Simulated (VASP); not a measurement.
# H (I4/mmm) in VASP: a series of runs, part 3 of 3

VASP 6.6.1. Earlier steps stand in the parts before.

**5. Single point, LDA**

This run uses another cell than the first one, of the same volume but with other edges.

File INCAR:

```
PREC = Accurate
ENCUT = 520
EDIFF = 1E-6
ISMEAR = 0
SIGMA = 0.05
LREAL = False
LASPH = True
NELM = 80
ALGO = Normal
ISIF = 2
LWAVE = False
LCHARG = False
GGA = CA
NBANDS = 8
```

File KPOINTS:

```
regular mesh
0
Gamma
  10 10 10
```

File POSCAR:

```
H
1.0
   -1.5498859267      1.5498859267      2.4519274668
    1.5498859267     -1.5498859267      2.4519274668
    1.5498859267      1.5498859267     -2.4519274668
H
2
Direct
    0.9098622900      0.9098622900      0.0000000000
    0.0901377100      0.0901377100      0.0000000000
```

Started as:

```sh
$ cat potpaw_LDA.64/H/POTCAR > POTCAR
$ mpirun -np 1 vasp_std > vasp.out
```

It took 22 s on 1 thread of AMD EPYC 7R13, shared host; peak memory 0.1 GiB.

The run converged. Its results:

```yaml
Free_energy: -6.6171 eV
Pressure: -6.0 GPa
Largest_force: 2.508 eV/Å
Band_gap_on_the_k_mesh: 6.53 eV (least direct gap 6.67 eV)
```

Forces in eV/Å, atoms in the order of the input:
```
H    0.000  0.000  2.508
H    0.000  0.000 -2.508
```

Stress tensor (GPa, compression positive):
```
 -0.80   0.00   0.00
  0.00  -0.80   0.00
  0.00   0.00 -16.35
```

Levels at points of the mesh, in eV from the valence-band top:
```tsv
k point	band 1	band 2	band 3	band 4
(0.00, 0.00, 0.00)	-2.64	13.46	14.82	22.51
(0.50, 0.00, 0.00)	-0.68	7.49	15.43	16.17
(0.50, 0.50, 0.00)	-0.04	10.35	11.62	14.90
(0.50, 0.50, 0.50)	-0.14	6.53	14.31	17.18
```

Caveat: the cell stands under tension; forces of over 1 eV/Å act on the atoms, so gaps and moduli don't describe the material at rest.

**6. The runs side by side**

```tsv
cell	gap on the mesh (eV)	pressure (GPa)	largest force (eV/Å)
a = 3.145 Å, angles 113.9, 113.9, 100.9°, 2 atoms	8.47	2.0	1.76
a = 3.172 Å, angles 116.7, 116.7, 95.8°, 2 atoms	8.12	-0.7	0.13
a = 3.128 Å, angles 108.8, 108.8, 110.9°, 2 atoms	9.42	8.5	6.40
a = 3.289 Å, angles 123.8, 123.8, 83.6°, 2 atoms	6.53	-6.0	2.51
```

Alike in all rows: task single point; level LDA; potentials or basis VASP PAW LDA potentials, release 64 (H); no spin polarisation; k mesh 10 × 10 × 10; cutoff (eV) 520; smearing gaussian 0.05 eV.

Caveats: forces of over 1 eV/Å act on the atoms, so gaps and moduli don't describe the material at rest (at least some runs); the cell stands under pressure (at least some runs); the cell stands under tension (at least some runs).

Total energies depend on the potentials used, so only differences within one code and one set of settings carry meaning.
